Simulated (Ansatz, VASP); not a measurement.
## One calculation of MgI2, two programs

The input INCAR:

```
PREC = Accurate
ENCUT = 520
EDIFF = 1E-6
ISMEAR = -1
SIGMA = 0.02
LREAL = F
LASPH = T
NELM = 80
ALGO = Normal
ISIF = 2
LWAVE = F
LCHARG = F
GGA = PE
NBANDS = 15
```

The input KPOINTS:

```
regular mesh
0
Gamma
  12 12 4
```

The input POSCAR:

```
MgI2
1.0
    4.1572130815      0.0000000000      0.0000000000
   -2.0786065407      3.6002521375      0.0000000000
    0.0000000000      0.0000000000      6.8733251562
Mg I
1 2
Direct
    0.0000000000      0.0000000000      0.0000000000
    0.3333333333      0.6666666667      0.2426220995
    0.6666666667      0.3333333333      0.7573779005
```

Input for Ansatz:

```yaml
crystal:
  lattice:
    - [4.1572130815, 0.0, 0.0]
    - [-2.0786065407, 3.6002521375, 0.0]
    - [0.0, 0.0, 6.8733251562]
  atoms:
    - { symbol: Mg, position: [0.0, 0.0, 0.0] }
    - { symbol: I, position: [0.3333333333, 0.6666666667, 0.2426220995] }
    - { symbol: I, position: [0.6666666667, 0.3333333333, 0.7573779005] }
kpoints:
  mp_grid: { grid: [12, 12, 4] }
  band_path:
    path:
      - [0.0, 0.0, 0.0]
      - [0.5, 0.0, 0.0]
      - [0.3333333333, 0.3333333333, 0.0]
      - [0.0, 0.0, 0.5]
      - [0.5, 0.0, 0.5]
      - [0.3333333333, 0.3333333333, 0.5]
      - [0.0, 0.46875, 0.322917]
    npoints: 1
hamiltonian:
  xc: pbe
scf:
  occupations: { method: fermi_dirac, width: 0.02 }
  n_extra_bands: 4
output:
  forces: true
  stress: true
  eigenvalues: true
```

Alike in both runs: task single point; functional PBE; k mesh 12 × 12 × 4; occupations fermi-dirac, width 0.02 eV; no spin polarisation.

|  | VASP | Ansatz |
| --- | --- | --- |
| version | VASP 6.6.1 | Ansatz 0.2.0 |
| potentials or method | VASP PAW PBE potentials, release 64 (Mg, I) | plane waves, PAW |
| plane-wave cutoff (eV) | 520 | 420 |
| valence electrons in the cell | 16 | 44 |

Ansatz gave:

```
gap on the k mesh at the Fermi level (eV)                     : 3.53
pressure (GPa)                                                : 1.1
traceless stress, the component that is largest in VASP (GPa) : 0.15
rms of the force components (eV/Å)                            : 0.005
```

Task: Which values does VASP return?

Result: gap on the k mesh at the Fermi level (eV): 3.51; pressure (GPa): 1.1; traceless stress, the component that is largest in VASP (GPa): 0.16; rms of the force components (eV/Å): 0.001.

Atom by atom the forces differ by 0.005 eV/Å (rms over components). The functional is the same, so the differences come from potentials, cutoffs and numerics. VASP's potentials hold 16 valence electrons a cell and Ansatz's 44, so a difference there can come from the potentials and not from the codes.

Neither program's run includes spin-orbit coupling.
